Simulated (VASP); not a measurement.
# TiO2 (C2/c) in VASP: settings compared

TiO2 is run at these levels: PBEsol, LDA, PBE+U, PBE; tasks: single point, relaxation of cell and atoms.

Everything below comes from runs of VASP 6.6.1. Logs are shortened: lines on timing, memory, paths and dates and some standing lists are left out, and cuts for length are marked.

**1. The cell of the first run**

It takes space group C2/c (No. 15, monoclinic). Conventional cell: a = 5.339 Å, b = 5.340 Å, c = 5.398 Å, α = 90.00°, β = 118.77°, γ = 90.00°. Within 2.5 Å of Ti (site symmetry 2) lie 6 O at 1.91 to 1.98 Å. O (site symmetry 1) has 3 Ti at 1.91 to 1.98 Å and 2 O at 2.46 Å within 2.5 Å.

**2. Single point, PBEsol (11.24 Å³/atom)**

Contents of INCAR:

```
SYSTEM = TiO2
ALGO = Normal
EDIFF = 1E-6
ENCUT = 520
GGA = PS
ISIF = 2
ISMEAR = -1
LASPH = .True.
LCHARG = .False.
LREAL = .False.
LWAVE = .False.
NBANDS = 33
NELM = 80
PREC = Accurate
SIGMA = 0.05
```

Contents of KPOINTS:

```
k-points
0
Gamma
  8 8 6
  0 0 0
```

Contents of POSCAR:

```
TiO2
1.0
    2.6694614897     -2.6700740968      0.0000000000
    2.6694614897      2.6700740968      0.0000000000
   -2.5979383801      0.0000000000      4.7318096342
Ti O
2 4
Direct
    0.8658900000      0.1341100000      0.7500000000
    0.1341100000      0.8658900000      0.2500000000
    0.0887550000      0.3312210000      0.1671490000
    0.9112450000      0.6687790000      0.8328510000
    0.6687790000      0.9112450000      0.3328510000
    0.3312210000      0.0887550000      0.6671490000
```

Potentials or basis: VASP PAW PBE potentials, release 64 (Ti_sv, O).

The run is started by

```bash
$ cat potpaw_PBE.64/Ti_sv/POTCAR potpaw_PBE.64/O/POTCAR > POTCAR
$ mpirun -np 1 vasp_std > vasp.out
```

OUTCAR:

```text
SYSTEM = TiO2
   EDIFF = 1E-6
   ENCUT = 520
   GGA = PS
   ISIF = 2
   ISMEAR = -1
   LASPH = .True.
   LREAL = .False.
   NELM = 80
   PREC = Accurate

 ion  position               nearest neighbor table
   1  0.866  0.134  0.750-   4 1.91   6 1.91   6 1.95   4 1.95   3 1.98   5 1.98
   2  0.134  0.866  0.250-   5 1.91   3 1.91   5 1.95   3 1.95   6 1.98   4 1.98
   3  0.089  0.331  0.167-   2 1.91   2 1.95   1 1.98
   4  0.911  0.669  0.833-   1 1.91   1 1.95   2 1.98
   5  0.669  0.911  0.333-   2 1.91   2 1.95   1 1.98
   6  0.331  0.089  0.667-   1 1.91   1 1.95   2 1.98

  LATTYP: Found a base centered monoclinic cell.
 ALAT       =     5.3389229794
 B/A-ratio  =     1.0002294871
 C/A-ratio  =     1.0110809974
 COS(beta)  =    -0.4812705001

  Lattice vectors:

 A1 = (   2.6694614897,  -2.6700740968,   0.0000000000)
 A2 = (   2.6694614897,   2.6700740968,   0.0000000000)
 A3 = (  -2.5979383801,   0.0000000000,   4.7318096342)

Analysis of symmetry for initial positions (statically):
=====================================================================
 Subroutine PRICEL returns:
 Original cell was already a primitive cell.

 Routine SETGRP: Setting up the symmetry group for a
 base centered monoclinic supercell.

 Subroutine GETGRP returns: Found  4 space group operations
 (whereof  2 operations were pure point group operations)
 out of a pool of  4 trial point group operations.

The static configuration has the point symmetry S_2 .
 The point group associated with its full space group is C_2h.

Analysis of symmetry for dynamics (positions and initial velocities):
=====================================================================
 Subroutine PRICEL returns:
 Original cell was already a primitive cell.

 Routine SETGRP: Setting up the symmetry group for a
 base centered monoclinic supercell.

 Subroutine GETGRP returns: Found  4 space group operations
 (whereof  2 operations were pure point group operations)
 out of a pool of  4 trial point group operations.

The dynamic configuration has the point symmetry S_2 .
 The point group associated with its full space group is C_2h.

 Subroutine INISYM returns: Found  4 space group operations
 (whereof  2 operations are pure point group operations),
 and found     1 'primitive' translations

----------------------------------------------------------------------------------------

                                     Primitive cell

  volume of cell :      67.4535

[... 98 lines left out ...]
   EDIFFG = 0.1E-04   stopping-criterion for IOM
   NSW    =      0    number of steps for IOM
   IBRION =     -1    ionic relax: 0-MD 1-quasi-New 2-CG
   NFREE  =      0    steps in history (QN), initial steepest desc. (CG)
   ISIF   =      2    stress and relaxation
   ISYM   =      2    0-nonsym 1-usesym 2-fastsym
   POTIM  = 0.5000    time-step for ionic-motion
   TEBEG  =    0.0;   TEEND  =   0.0 temperature during run
   PSTRESS=    0.0 pullay stress
   NELECT =      48.0000    total number of electrons
   NUPDOWN=      -1.0000    fix difference up-down
   EMIN   =  10.00;   EMAX   =-10.00  energy-range for DOS
   EFERMI =   0.00;   METHOD = LEGACY
   ISMEAR =    -1;   SIGMA  =   0.05  broadening in eV -4-tet -1-fermi 0-gaus
   EFERMI_NEDOS =   21; number of points for ismear=-14 and -15
   IALGO  =     38    algorithm
   IMIX   =      4    mixing-type and parameters
     AMIX     =   0.40;   BMIX     =  1.00
     AMIX_MAG =   1.60;   BMIX_MAG =  1.00
  volume/ion in A,a.u.               =      11.24        75.87
  Fermi-wavevector in a.u.,A,eV,Ry     =   1.461573  2.761972 29.064704  2.136196
  Thomas-Fermi vector in A             =   2.577889
   LORBIT       =      0    0 simple, 1 ext, 2 COOP (PROOUT), +10 PAW based schemes
   GGA     = PS    functional components
   LHFCALC =     F    Hartree Fock is set to
   AEXX    =    0.0000 exact exchange contribution
   IVDW    =     0    specifies the selected vdW correction
   LEPSILON=     F    determine dielectric tensor
   LRPA    =     F    only Hartree local field effects (RPA)
 non-spin polarized calculation
  energy-cutoff  :      520.00
  volume of cell :       67.45
 maximum number of plane-waves:      1830
   NGX = 15   NGY = 15   NGZ = 19

 number of electron      47.9999987 magnetization

 Free energy of the ion-electron system (eV)
  ---------------------------------------------------
  ext. energy  EPLUGINS =         0.00000000
  ---------------------------------------------------
  free energy    TOTEN  =       -56.20791620 eV

  energy without entropy =      -56.20791620  energy(sigma->0) =      -56.20791620

 E-fermi :   4.3895     XC(G=0): -11.0727

 val. band max:        3.3506098092   @ k =   0.5000   0.5000   0.0000
 cond. band min:       5.4466040361   @ k =   0.0000   0.0000   0.0000
 fundamental gap:      2.0959942269
 Fermi energy:         4.3895060795

 k-point     1 :       0.0000    0.0000    0.0000
  band No.  band energies     occupation
      1     -52.7226      2.00000
      2     -52.6564      2.00000
      3     -29.3274      2.00000
      4     -29.0691      2.00000
      5     -29.0690      2.00000
      6     -28.9951      2.00000
[... 853 lines left out ...]
     32       9.3707      0.00000
     33       9.5726      0.00000

 [... further k-points ...]

------------------------ aborting loop because EDIFF is reached ----------------------------------------

  FORCE on cell =-STRESS in cart. coord.  units (eV):
  Direction    XX          YY          ZZ          XY          YZ          ZX
  --------------------------------------------------------------------------------------
  -------------------------------------------------------------------------------------
  Total        0.5952103      0.5721655      0.8951042      0.0000000      0.0000000      0.0025471
  in kB       14.1376349     13.5902683     21.2608160      0.0000000      0.0000000      0.0604986
  external PRESSURE =      16.3295731 kB  Pullay stress =       0.0000000 kB

 VOLUME and BASIS-vectors are now :
 -----------------------------------------------------------------------------
  energy-cutoff  :      520.00
  volume of cell :       67.45
      direct lattice vectors                 reciprocal lattice vectors
     2.669461490 -2.670074097  0.000000000     0.187303695 -0.187260721  0.102836651
     2.669461490  2.670074097  0.000000000     0.187303695  0.187260721  0.102836651
    -2.597938380  0.000000000  4.731809634     0.000000000  0.000000000  0.211335636

 POSITION                                       TOTAL-FORCE (eV/Angst)
 -----------------------------------------------------------------------------------
      0.72101     -1.95391      3.54886         0.000000     -0.110654      0.000000
      2.01998      1.95391      1.18295         0.000000      0.110654      0.000000
      0.68687      0.64740      0.79092        -0.026695     -0.007365      0.022015
      2.05412     -0.64740      3.94089         0.026695      0.007365     -0.022015
      3.35309      0.64740      1.57499         0.026695     -0.007365     -0.022015
     -0.61210     -0.64740      3.15682        -0.026695      0.007365      0.022015
 -----------------------------------------------------------------------------------
    total drift:                               -0.000000      0.000000     -0.000000

  FREE ENERGIE OF THE ION-ELECTRON SYSTEM (eV)
  ---------------------------------------------------
  free  energy   TOTEN  =       -56.2079161983 eV

  energy  without entropy=      -56.2079161982  energy(sigma->0) =      -56.20791620
```

OSZICAR:

```text
N       E                     dE             d eps       ncg     rms          rms(c)
DAV:   1     0.661995994211E+03    0.66200E+03   -0.24500E+04  7532   0.170E+03
DAV:   2     0.299723918849E+02   -0.63202E+03   -0.58629E+03  8221   0.515E+02
DAV:   3    -0.659823031769E+02   -0.95955E+02   -0.94215E+02 10232   0.190E+02
DAV:   4    -0.721196512679E+02   -0.61373E+01   -0.61251E+01 11590   0.453E+01
DAV:   5    -0.723744552582E+02   -0.25480E+00   -0.25478E+00  9599   0.696E+00    0.325E+01
DAV:   6    -0.563625747073E+02    0.16012E+02   -0.72605E+01 10601   0.879E+01    0.107E+01
DAV:   7    -0.564253764576E+02   -0.62802E-01   -0.13673E+01  9975   0.308E+01    0.975E+00
DAV:   8    -0.562156405476E+02    0.20974E+00   -0.67157E-01 10190   0.817E+00    0.530E+00
DAV:   9    -0.562328721852E+02   -0.17232E-01   -0.47878E-01 10727   0.676E+00    0.173E+00
DAV:  10    -0.562146805413E+02    0.18192E-01   -0.15074E-01 10434   0.455E+00    0.815E-01
DAV:  11    -0.562079374351E+02    0.67431E-02   -0.27098E-02 10457   0.104E+00    0.192E-01
DAV:  12    -0.562080556278E+02   -0.11819E-03   -0.16629E-03  8708   0.481E-01    0.121E-01
DAV:  13    -0.562079701350E+02    0.85493E-04   -0.81535E-04 10315   0.386E-01    0.578E-02
DAV:  14    -0.562079157372E+02    0.54398E-04   -0.13941E-04 10743   0.106E-01    0.955E-03
DAV:  15    -0.562079160325E+02   -0.29534E-06   -0.10946E-05  9723   0.276E-02    0.587E-03
DAV:  16    -0.562079161983E+02   -0.16577E-06   -0.96677E-07  6133   0.975E-03
   1 F= -.56207916E+02 E0= -.56207916E+02  d E =-.109573E-09
```

stdout:

```text
POSCAR found type information on POSCAR TiO
 POSCAR found :  2 types and       6 ions
 scaLAPACK will be used
 -----------------------------------------------------------------------------
|                                                                             |
|                                                                             |
|     You enforced a specific xc type in the INCAR file but a different       |
|     I HOPE YOU KNOW WHAT YOU ARE DOING!                                     |
|                                                                             |
 -----------------------------------------------------------------------------

 LDA part: xc-table for (Slater+PW92), standard interpolation
 POSCAR, INCAR and KPOINTS ok, starting setup
 FFT: planning ... GRIDC
 FFT: planning ... GRID_SOFT
 FFT: planning ... GRID
 WAVECAR not read
 entering main loop
```

Wall time 2.3 min (1 thread of Intel Xeon 6975P-C (Granite Rapids), shared host); peak memory 0.31 GiB.

Results:

```yaml
Free_energy: -56.2079 eV
Pressure: 1.6 GPa
Largest_force: 0.111 eV/Å
Band_gap_on_the_k_mesh: 2.10 eV (least direct gap 2.44 eV)
```

Forces in eV/Å, atoms in the order of the input:
```
Ti   0.000 -0.111  0.000
Ti   0.000  0.111  0.000
O   -0.027 -0.007  0.022
O    0.027  0.007 -0.022
O    0.027 -0.007 -0.022
O   -0.027  0.007  0.022
```

Stress tensor (GPa, compression positive):
```
1.41 0.00 0.01
0.00 1.36 0.00
0.01 0.00 2.13
```

Levels at points of the mesh, in eV from the valence-band top:
```csv
k point,band 22,band 23,band 24,band 25,band 26,band 27
"(0.00, 0.00, 0.00)",-0.70,-0.48,-0.47,2.10,2.89,4.01
"(0.50, 0.00, 0.00)",-0.98,-0.82,-0.62,3.34,3.52,3.55
"(0.50, 0.50, 0.00)",-1.94,-0.01,0.00,3.38,3.42,3.71
"(0.00, 0.00, 0.50)",-1.25,-0.11,-0.11,2.48,2.48,3.83
"(0.50, 0.00, 0.50)",-0.96,-0.82,-0.62,3.19,3.64,3.65
"(0.50, 0.50, 0.50)",-2.10,-0.02,-0.02,3.40,3.40,3.89
```

Caveat: the PAW data sets were made with another functional, which shifts forces and pressure a little.

(Part 1 of 3 ends here.)
